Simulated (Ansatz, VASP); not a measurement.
# Two plane-wave programs on Ca2Si

INCAR

```
  ALGO = Normal
  EDIFF = 1E-6
  ENCUT = 520
  GGA = CA
  ISIF = 2
  ISMEAR = 0
  LASPH = True
  LCHARG = False
  LREAL = False
  LWAVE = False
  NBANDS = 19
  NELM = 100
  PREC = Accurate
  SIGMA = 0.05
```

Contents of KPOINTS:

```
k-points
0
Gamma
  8 8 8
```

File POSCAR:

```
Ca2Si
1.0
    0.0000000000      3.5017259204      3.5017259204
    3.5017259204      0.0000000000      3.5017259204
    3.5017259204      3.5017259204      0.0000000000
Ca Si
2 1
Direct
    0.7267257627      0.7267257627      0.7732742373
    0.2732742373      0.2732742373      0.2267257627
    0.0000000000      0.0000000000      0.0000000000
```

Input for Ansatz:

```yaml
crystal:
  lattice:
    - [0.0, 3.5017259204, 3.5017259204]
    - [3.5017259204, 0.0, 3.5017259204]
    - [3.5017259204, 3.5017259204, 0.0]
  atoms:
    - { symbol: Ca, position: [0.7267257627, 0.7267257627, 0.7732742373] }
    - { symbol: Ca, position: [0.2732742373, 0.2732742373, 0.2267257627] }
    - { symbol: Si, position: [0.0, 0.0, 0.0] }
basis:
  ecutwfc: 420
kpoints:
  mp_grid: { grid: [8, 8, 8] }
hamiltonian:
  xc: lda
  pseudopotentials: { kind: paw }
scf:
  occupations: { method: gaussian, width: 0.05 }
output:
  forces: true
  stress: true
  eigenvalues: true
```

Change from the starting cell: mode 6 frozen in at -0.163 Å, strain +e along z and -e/2 along x and y +0.0000.

Alike in both runs: task single point; functional LDA; k mesh 8 × 8 × 8; occupations gaussian, width 0.05 eV; no spin polarisation.

|  | VASP | Ansatz |
| --- | --- | --- |
| version | VASP 6.6.1 | Ansatz 0.2.0 |
| potentials or method | VASP PAW LDA potentials, release 64 (Ca_sv, Si), cutoff 520 eV | scalar-relativistic, plane waves, PAW |
| valence electrons in the cell | 24 | 24 |

VASP gave:

| Quantity | Value |
| --- | --- |
| gap on the k mesh at the Fermi level (eV) | 0.28 |
| least direct gap on the mesh (eV) | 0.30 |
| pressure (GPa) | 0.5 |
| traceless stress, the component that is largest in VASP (GPa) | -1.38 |
| rms of the force components (eV/Å) | 0.450 |

Problem. What did Ansatz give for the same quantities?

Solution. gap on the k mesh at the Fermi level (eV): 0.29; least direct gap on the mesh (eV): 0.31; pressure (GPa): 0.4; traceless stress, the component that is largest in VASP (GPa): -1.34; rms of the force components (eV/Å): 0.447.

LDA's correlation is that of Perdew and Zunger in VASP and of Perdew and Wang (1992) in Ansatz. Atom by atom the forces differ by 0.003 eV/Å (rms over components).
